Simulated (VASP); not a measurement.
# Ba3AlN3 (Pm-3m) in VASP: single point with PBE

Aim: the single point of Ba3AlN3 with PBE.

Program: VASP 6.6.1. These are calculated values, not measurements. Logs are shortened: lines on timing, memory, paths and dates and some standing lists are left out, and cuts for length are marked.

### Step 1. The cell of the first run

The structure is cubic, space group Pm-3m (No. 221). The conventional cell has a = 5.483 Å, b = 5.483 Å, c = 5.483 Å, α = 90.00°, β = 90.00°, γ = 90.00°. Ba (site symmetry 4/mmm) has 2 Al at 2.74 Å and 4 N at 2.74 Å within 3.6 Å. Al (site symmetry m-3m) has 6 Ba at 2.74 Å within 3.6 Å. Within 3.6 Å of N (site symmetry 4/mmm) lie 4 Ba at 2.74 Å.

### Step 2. Single point, PBE

INCAR

```
  PREC = Accurate
  ENCUT = 520
  EDIFF = 1E-6
  ISMEAR = 0
  SIGMA = 0.1
  LREAL = F
  LASPH = T
  NELM = 80
  ALGO = Normal
  ISIF = 2
  LWAVE = F
  LCHARG = F
  GGA = PE
  NBANDS = 33
```

KPOINTS

```
regular mesh
0
Gamma
  4 4 4
```

POSCAR

```
Ba3AlN3
1.0
    5.4832989200      0.0000000000      0.0000000000
    0.0000000000      5.4832989200      0.0000000000
    0.0000000000      0.0000000000      5.4832989200
Ba Al N
3 1 3
Direct
    0.5000000000      0.0000000000      0.0000000000
    0.0000000000      0.5000000000      0.0000000000
    0.0000000000      0.0000000000      0.5000000000
    0.0000000000      0.0000000000      0.0000000000
    0.5000000000      0.0000000000      0.5000000000
    0.5000000000      0.5000000000      0.0000000000
    0.0000000000      0.5000000000      0.5000000000
```

Potentials or basis: VASP PAW PBE potentials, release 64 (Ba_sv, Al, N).

The run is started by

```bash
$ cat potpaw_PBE.64/Ba_sv/POTCAR potpaw_PBE.64/Al/POTCAR potpaw_PBE.64/N/POTCAR > POTCAR
$ mpirun -np 1 vasp_std > vasp.out
```

OUTCAR:

```text
PREC = Accurate
   ENCUT = 520
   EDIFF = 1E-6
   ISMEAR = 0
   LREAL = F
   LASPH = T
   NELM = 80
   ISIF = 2
   GGA = PE

 ion  position               nearest neighbor table
   1  0.500  0.000  0.000-   4 2.74   5 2.74   6 2.74   5 2.74   6 2.74   4 2.74   3 3.88   2 3.88
                             2 3.88   2 3.88   3 3.88   3 3.88   3 3.88   2 3.88
   2  0.000  0.500  0.000-   4 2.74   6 2.74   7 2.74   7 2.74   4 2.74   6 2.74   3 3.88   1 3.88
                             3 3.88   1 3.88   3 3.88   1 3.88   3 3.88   1 3.88
   3  0.000  0.000  0.500-   4 2.74   5 2.74   7 2.74   4 2.74   7 2.74   5 2.74   2 3.88   2 3.88
                             2 3.88   1 3.88   2 3.88   1 3.88   1 3.88   1 3.88
   4  0.000  0.000  0.000-   1 2.74   2 2.74   3 2.74   3 2.74   2 2.74   1 2.74
   5  0.500  0.000  0.500-   1 2.74   3 2.74   1 2.74   3 2.74
   6  0.500  0.500  0.000-   1 2.74   2 2.74   1 2.74   2 2.74
   7  0.000  0.500  0.500-   2 2.74   3 2.74   2 2.74   3 2.74

  LATTYP: Found a simple cubic cell.
 ALAT       =     5.4832989200

  Lattice vectors:

 A1 = (   5.4832989200,   0.0000000000,   0.0000000000)
 A2 = (   0.0000000000,   5.4832989200,   0.0000000000)
 A3 = (   0.0000000000,   0.0000000000,   5.4832989200)

Analysis of symmetry for initial positions (statically):
=====================================================================
 Subroutine PRICEL returns:
 Original cell was already a primitive cell.

 Routine SETGRP: Setting up the symmetry group for a
 simple cubic supercell.

 Subroutine GETGRP returns: Found 48 space group operations
 (whereof 48 operations were pure point group operations)
 out of a pool of 48 trial point group operations.

The static configuration has the point symmetry O_h .

Analysis of symmetry for dynamics (positions and initial velocities):
=====================================================================
 Subroutine PRICEL returns:
 Original cell was already a primitive cell.

 Routine SETGRP: Setting up the symmetry group for a
 simple cubic supercell.

 Subroutine GETGRP returns: Found 48 space group operations
 (whereof 48 operations were pure point group operations)
 out of a pool of 48 trial point group operations.

The dynamic configuration has the point symmetry O_h .

 Subroutine INISYM returns: Found 48 space group operations
 (whereof 48 operations are pure point group operations),
 and found     1 'primitive' translations

----------------------------------------------------------------------------------------

                                     Primitive cell

[... 91 lines left out ...]
   ISIF   =      2    stress and relaxation
   ISYM   =      2    0-nonsym 1-usesym 2-fastsym
   POTIM  = 0.5000    time-step for ionic-motion
   TEBEG  =    0.0;   TEEND  =   0.0 temperature during run
   PSTRESS=    0.0 pullay stress
   NELECT =      48.0000    total number of electrons
   NUPDOWN=      -1.0000    fix difference up-down
   EMIN   =  10.00;   EMAX   =-10.00  energy-range for DOS
   EFERMI =   0.00;   METHOD = LEGACY
   ISMEAR =     0;   SIGMA  =   0.10  broadening in eV -4-tet -1-fermi 0-gaus
   EFERMI_NEDOS =   21; number of points for ismear=-14 and -15
   IALGO  =     38    algorithm
   IMIX   =      4    mixing-type and parameters
     AMIX     =   0.40;   BMIX     =  1.00
     AMIX_MAG =   1.60;   BMIX_MAG =  1.00
  volume/ion in A,a.u.               =      23.55       158.94
  Fermi-wavevector in a.u.,A,eV,Ry     =   1.085042  2.050433 16.018366  1.177317
  Thomas-Fermi vector in A             =   2.221147
   LORBIT       =      0    0 simple, 1 ext, 2 COOP (PROOUT), +10 PAW based schemes
   GGA     = PE    functional components
   LHFCALC =     F    Hartree Fock is set to
   AEXX    =    0.0000 exact exchange contribution
   IVDW    =     0    specifies the selected vdW correction
   LEPSILON=     F    determine dielectric tensor
   LRPA    =     F    only Hartree local field effects (RPA)
 non-spin polarized calculation
 Gauss-broadening in eV      SIGMA  =   0.10
  energy-cutoff  :      520.00
  volume of cell :      164.86
 maximum number of plane-waves:      4468
 NGX is ok and might be reduce to    42
   NGX = 21   NGY = 21   NGZ = 21

 number of electron      48.0000001 magnetization

 Free energy of the ion-electron system (eV)
  ---------------------------------------------------
  ext. energy  EPLUGINS =         0.00000000
  ---------------------------------------------------
  free energy    TOTEN  =       -23.05828205 eV

  energy without entropy =      -22.98037333  energy(sigma->0) =      -23.01932769

 E-fermi :   2.1452     XC(G=0):  -9.1066

 val. band max:        2.1406587974   @ k =   0.5000   0.2500   0.0000
 cond. band min:       2.1681825348   @ k =   0.5000   0.2500   0.0000
 fundamental gap:      0.0275237374
 Fermi energy:         2.1452114922

 k-point     1 :       0.0000    0.0000    0.0000
  band No.  band energies     occupation
      1     -24.7980      2.00000
      2     -24.5023      2.00000
      3     -24.5023      2.00000
      4     -11.1550      2.00000
      5     -11.1550      2.00000
      6     -11.1550      2.00000
[... 349 lines left out ...]
     32       8.1228      0.00000
     33       8.4327      0.00000

------------------------ aborting loop because EDIFF is reached ----------------------------------------

  FORCE on cell =-STRESS in cart. coord.  units (eV):
  Direction    XX          YY          ZZ          XY          YZ          ZX
  --------------------------------------------------------------------------------------
  -------------------------------------------------------------------------------------
  Total       11.1377545     11.1377545     11.1377545      0.0000000      0.0000000     -0.0000000
  in kB      108.2386724    108.2386724    108.2386724      0.0000000      0.0000000     -0.0000000
  external PRESSURE =     108.2386724 kB  Pullay stress =       0.0000000 kB

 VOLUME and BASIS-vectors are now :
 -----------------------------------------------------------------------------
  energy-cutoff  :      520.00
  volume of cell :      164.86
      direct lattice vectors                 reciprocal lattice vectors
     5.483298920  0.000000000  0.000000000     0.182371965  0.000000000  0.000000000
     0.000000000  5.483298920  0.000000000     0.000000000  0.182371965  0.000000000
     0.000000000  0.000000000  5.483298920     0.000000000  0.000000000  0.182371965

 POSITION                                       TOTAL-FORCE (eV/Angst)
 -----------------------------------------------------------------------------------
      2.74165      0.00000      0.00000         0.000000      0.000000      0.000000
      0.00000      2.74165      0.00000         0.000000      0.000000      0.000000
      0.00000      0.00000      2.74165         0.000000      0.000000      0.000000
      0.00000      0.00000      0.00000         0.000000      0.000000      0.000000
      2.74165      0.00000      2.74165         0.000000      0.000000      0.000000
      2.74165      2.74165      0.00000         0.000000      0.000000      0.000000
      0.00000      2.74165      2.74165         0.000000      0.000000      0.000000
 -----------------------------------------------------------------------------------
    total drift:                                0.000000      0.000000     -0.000000

  FREE ENERGIE OF THE ION-ELECTRON SYSTEM (eV)
  ---------------------------------------------------
  free  energy   TOTEN  =       -23.0582820483 eV

  energy  without entropy=      -22.9803733257  energy(sigma->0) =      -23.01932769
```

Run time: 70 s. Hardware: 1 thread of Intel Xeon Platinum 8259CL at 2.50GHz (Skylake/Cascade Lake), shared host; peak memory 0.27 GiB.

What came out:

| Property | Result |
| --- | --- |
| Free energy | -23.0583 eV |
| Pressure | 10.8 GPa |
| Band gap on the k mesh | zero (band 24 reaches 2.41 eV, above the bottom of band 25 at 1.07 eV) |

Caveat: spin-orbit coupling is left out, which moves the levels of the heavy elements.
